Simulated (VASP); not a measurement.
# ZnS (I-4m2) in VASP: further runs, part 2 of 2

VASP 6.6.1. Earlier steps stand in the parts before.

### 5 Single point, PBE (strain +0.015 along x and y, -0.015 along z)

INCAR

```
PREC = Accurate ; ENCUT = 520
EDIFF = 1E-7 ; ISMEAR = 0
SIGMA = 0.05 ; LREAL = F
LASPH = T ; NELM = 60
ALGO = Normal ; ISIF = 2
LWAVE = F ; LCHARG = F
GGA = PE ; NBANDS = 16
```

KPOINTS

```
regular mesh
0
Gamma
  10 10 10
```

POSCAR

```
ZnS
1.0
    0.0000000000      2.7452197500      2.6640802500
    2.7452197500      0.0000000000      2.6640802500
    2.7452197500      2.7452197500      0.0000000000
Zn S
1 1
Direct
    0.0000000000      0.0000000000      0.0000000000
    0.7500000000      0.7500000000      0.7500000000
```

Potentials or basis: VASP PAW PBE potentials, release 64 (Zn, S).

Command:

```sh
$ cat potpaw_PBE.64/Zn/POTCAR potpaw_PBE.64/S/POTCAR > POTCAR
$ mpirun -np 1 vasp_std > vasp.out
```

OUTCAR:

```text
PREC = Accurate
   ENCUT = 520
   EDIFF = 1E-7
   ISMEAR = 0
   LREAL = F
   LASPH = T
   NELM = 60
   ISIF = 2
   GGA = PE

 ion  position               nearest neighbor table
   1  0.000  0.000  0.000-   2 2.35   2 2.35   2 2.35   2 2.35
   2  0.750  0.750  0.750-   1 2.35   1 2.35   1 2.35   1 2.35

  LATTYP: Found a body centered tetragonal cell.
 ALAT       =     3.8823270021
 C/A-ratio  =     1.3724141467

  Lattice vectors:

 A1 = (   0.0000000000,  -2.7452197500,  -2.6640802500)
 A2 = (   0.0000000000,   2.7452197500,  -2.6640802500)
 A3 = (   2.7452197500,   0.0000000000,   2.6640802500)

Analysis of symmetry for initial positions (statically):
=====================================================================
 Subroutine PRICEL returns:
 Original cell was already a primitive cell.

 Routine SETGRP: Setting up the symmetry group for a
 body centered tetragonal supercell.

 Subroutine GETGRP returns: Found  8 space group operations
 (whereof  8 operations were pure point group operations)
 out of a pool of 16 trial point group operations.

The static configuration has the point symmetry D_2d.

Analysis of symmetry for dynamics (positions and initial velocities):
=====================================================================
 Subroutine PRICEL returns:
 Original cell was already a primitive cell.

 Routine SETGRP: Setting up the symmetry group for a
 body centered tetragonal supercell.

 Subroutine GETGRP returns: Found  8 space group operations
 (whereof  8 operations were pure point group operations)
 out of a pool of 16 trial point group operations.

The dynamic configuration has the point symmetry D_2d.

 Subroutine INISYM returns: Found  8 space group operations
 (whereof  8 operations are pure point group operations),
 and found     1 'primitive' translations

----------------------------------------------------------------------------------------

[... 105 lines left out ...]
   EMIN   =  10.00;   EMAX   =-10.00  energy-range for DOS
   EFERMI =   0.00;   METHOD = LEGACY
   ISMEAR =     0;   SIGMA  =   0.05  broadening in eV -4-tet -1-fermi 0-gaus
   EFERMI_NEDOS =   21; number of points for ismear=-14 and -15
   IALGO  =     38    algorithm
   IMIX   =      4    mixing-type and parameters
     AMIX     =   0.40;   BMIX     =  1.00
     AMIX_MAG =   1.60;   BMIX_MAG =  1.00
  volume/ion in A,a.u.               =      20.08       135.49
  Fermi-wavevector in a.u.,A,eV,Ry     =   1.252916  2.367667 21.358392  1.569798
  Thomas-Fermi vector in A             =   2.386793
   LORBIT       =      0    0 simple, 1 ext, 2 COOP (PROOUT), +10 PAW based schemes
   GGA     = PE    functional components
   LHFCALC =     F    Hartree Fock is set to
   AEXX    =    0.0000 exact exchange contribution
   IVDW    =     0    specifies the selected vdW correction
   LEPSILON=     F    determine dielectric tensor
   LRPA    =     F    only Hartree local field effects (RPA)
 non-spin polarized calculation
 Gauss-broadening in eV      SIGMA  =   0.05
  energy-cutoff  :      520.00
  volume of cell :       40.15
 maximum number of plane-waves:      1094
   NGX = 15   NGY = 15   NGZ = 15

 number of electron      18.0000007 magnetization

 Free energy of the ion-electron system (eV)
  ---------------------------------------------------
  ext. energy  EPLUGINS =         0.00000000
  ---------------------------------------------------
  free energy    TOTEN  =        -6.84930848 eV

  energy without entropy =       -6.84930848  energy(sigma->0) =       -6.84930848

 E-fermi :   2.2059     XC(G=0):  -9.5483

 val. band max:        2.0076058400   @ k =   0.0000   0.0000   0.0000
 cond. band min:       3.9778698372   @ k =   0.0000   0.0000   0.0000
 fundamental gap:      1.9702639973
 Fermi energy:         2.2058875039

 k-point     1 :       0.0000    0.0000    0.0000
  band No.  band energies     occupation
      1     -11.0734      2.00000
      2      -4.3308      2.00000
      3      -4.3308      2.00000
      4      -4.3141      2.00000
      5      -3.8530      2.00000
      6      -3.8454      2.00000
[... 433 lines left out ...]
      3      -4.0970      2.00000
      4      -4.0868      2.00000
      5      -3.8059      2.00000
      6      -3.7919      2.00000
[... 8 lines left out ...]
     15      15.2054      0.00000
     16      17.7274      0.00000

 [... further k-points ...]
[... 5 lines left out ...]
  --------------------------------------------------------------------------------------
  -------------------------------------------------------------------------------------
  Total        0.0135411      0.0135411      0.3023514      0.0000000      0.0000000     -0.0000000
  in kB        0.5402967      0.5402967     12.0639918      0.0000000      0.0000000     -0.0000000
  external PRESSURE =       4.3815284 kB  Pullay stress =       0.0000000 kB

 VOLUME and BASIS-vectors are now :
 -----------------------------------------------------------------------------
  energy-cutoff  :      520.00
  volume of cell :       40.15
      direct lattice vectors                 reciprocal lattice vectors
     0.000000000  2.745219750  2.664080250    -0.182134782  0.182134782  0.187682034
     2.745219750  0.000000000  2.664080250     0.182134782 -0.182134782  0.187682034
     2.745219750  2.745219750  0.000000000     0.182134782  0.182134782 -0.187682034

 POSITION                                       TOTAL-FORCE (eV/Angst)
 -----------------------------------------------------------------------------------
      0.00000      0.00000      0.00000        -0.000000     -0.000000     -0.000000
      4.11783      4.11783      3.99612         0.000000      0.000000      0.000000
 -----------------------------------------------------------------------------------
    total drift:                               -0.000002     -0.000002      0.000009

  FREE ENERGIE OF THE ION-ELECTRON SYSTEM (eV)
  ---------------------------------------------------
  free  energy   TOTEN  =        -6.8493084755 eV

  energy  without entropy=       -6.8493084755  energy(sigma->0) =       -6.84930848
```

OSZICAR:

```text
N       E                     dE             d eps       ncg     rms          rms(c)
DAV:   1     0.891364714096E+02    0.89136E+02   -0.89061E+03  3264   0.134E+03
DAV:   2    -0.150611102119E+01   -0.90643E+02   -0.84620E+02  3768   0.259E+02
DAV:   3    -0.721647741267E+01   -0.57104E+01   -0.56875E+01  4016   0.632E+01
DAV:   4    -0.727618705883E+01   -0.59710E-01   -0.59694E-01  4136   0.677E+00
DAV:   5    -0.727689634789E+01   -0.70929E-03   -0.70928E-03  4048   0.703E-01    0.665E+00
DAV:   6    -0.686922599622E+01    0.40767E+00   -0.73536E-01  4976   0.297E+01    0.522E+00
DAV:   7    -0.684959568987E+01    0.19630E-01   -0.24551E-01  3848   0.441E+00    0.266E+00
DAV:   8    -0.684887892000E+01    0.71677E-03   -0.49663E-03  4248   0.800E-01    0.694E-01
DAV:   9    -0.684914302974E+01   -0.26411E-03   -0.11927E-03  4064   0.277E-01    0.101E-01
DAV:  10    -0.684931557186E+01   -0.17254E-03   -0.22810E-04  4072   0.138E-01    0.559E-02
DAV:  11    -0.684930770223E+01    0.78696E-05   -0.34262E-05  3760   0.838E-02    0.711E-03
DAV:  12    -0.684930847943E+01   -0.77720E-06   -0.43454E-06  4816   0.220E-02    0.505E-03
DAV:  13    -0.684930847554E+01    0.38885E-08   -0.87903E-07  4136   0.870E-03
   1 F= -.68493085E+01 E0= -.68493085E+01  d E =-.417419E-11
```

stdout:

```text
POSCAR found type information on POSCAR ZnS
 POSCAR found :  2 types and       2 ions
 scaLAPACK will be used
 LDA part: xc-table for (Slater+PW92), standard interpolation
 POSCAR, INCAR and KPOINTS ok, starting setup
 FFT: planning ... GRIDC
 FFT: planning ... GRID_SOFT
 FFT: planning ... GRID
 WAVECAR not read
 entering main loop
```

Wall time 24 s (1 thread of Intel Xeon 6975P-C (Granite Rapids), shared host); peak memory 0.19 GiB.

Results:

```yaml
Free_energy: -6.8493 eV
Pressure: 0.4 GPa
Band_gap_on_the_k_mesh: 1.97 eV, direct
```

Caveat: the cell differs from its parent crystal (strain +0.015 along x and y, -0.015 along z).

### 6 Single point, PBE (strain +0.000 along x and y, +0.030 along z)

INCAR

```
ALGO = Normal
EDIFF = 1E-6
ENCUT = 520
GGA = PE
ISIF = 2
ISMEAR = 0
LASPH = True
LCHARG = False
LREAL = False
LWAVE = False
NBANDS = 16
NELM = 60
PREC = Accurate
SIGMA = 0.05
```

KPOINTS

```
k-points
0
Gamma
  10 10 10
```

POSCAR

```
ZnS
1.0
    0.0000000000      2.7046500000      2.7857895000
    2.7046500000      0.0000000000      2.7857895000
    2.7046500000      2.7046500000      0.0000000000
Zn S
1 1
Direct
    0.0000000000      0.0000000000      0.0000000000
    0.7500000000      0.7500000000      0.7500000000
```

Potentials or basis: VASP PAW PBE potentials, release 64 (Zn, S).

Command:

```sh
$ cat potpaw_PBE.64/Zn/POTCAR potpaw_PBE.64/S/POTCAR > POTCAR
$ mpirun -np 1 vasp_std > vasp.out
```

Run time: 26 s. Hardware: 1 thread of Intel Xeon 6975P-C (Granite Rapids), shared host; peak memory 0.2 GiB.

The run converged. Its results:

| Item | Value |
| --- | --- |
| Free energy | -6.8489 eV |
| Pressure | -0.6 GPa |
| Band gap on the k mesh | 1.93 eV, direct |

Stress tensor (GPa, compression positive):
```
-0.17  0.00  0.00
 0.00 -0.17  0.00
 0.00  0.00 -1.45
```

Levels at points of the mesh, in eV from the valence-band top:
| k point | band 6 | band 7 | band 8 | band 9 | band 10 | band 11 | band 12 | band 13 |
| --- | --- | --- | --- | --- | --- | --- | --- | --- |
| (0.00, 0.00, 0.00) | -5.79 | -0.11 | 0.00 | 0.00 | 1.93 | 6.39 | 6.39 | 6.39 |
| (0.50, 0.00, 0.00) | -5.60 | -5.11 | -0.93 | -0.77 | 3.20 | 6.80 | 7.03 | 8.72 |
| (0.50, 0.50, 0.00) | -5.62 | -4.58 | -2.04 | -2.04 | 3.54 | 4.22 | 10.50 | 11.75 |
| (0.50, 0.00, 0.50) | -5.57 | -4.41 | -2.21 | -2.16 | 3.40 | 3.95 | 10.82 | 11.54 |

Caveat: the cell differs from its parent crystal (strain +0.000 along x and y, +0.030 along z).

### 7 Summary

```tsv
cell	gap on the mesh (eV)	pressure (GPa)
a = 3.825, b = 3.825, c = 3.768 Å, angles 60.5, 60.5, 59.0°, 2 atoms	2.13	2.7
a = 3.855, b = 3.855, c = 3.768 Å, angles 60.7, 60.7, 58.5°, 2 atoms	2.04	1.5
a = 3.854, b = 3.854, c = 3.825 Å, angles 60.2, 60.2, 59.5°, 2 atoms	2.02	0.4
a = 3.825, b = 3.825, c = 3.882 Å, angles 59.5, 59.5, 61.0°, 2 atoms	1.97	0.4
a = 3.883, b = 3.883, c = 3.825 Å, angles 60.5, 60.5, 59.0°, 2 atoms	1.93	-0.6
```

Alike in all rows: task single point; level PBE; potentials or basis VASP PAW PBE potentials, release 64 (Zn, S); no spin polarisation; k mesh 10 × 10 × 10; cutoff (eV) 520; smearing gaussian 0.05 eV.

Total energies depend on the potentials used, so only differences within one code and one set of settings carry meaning.
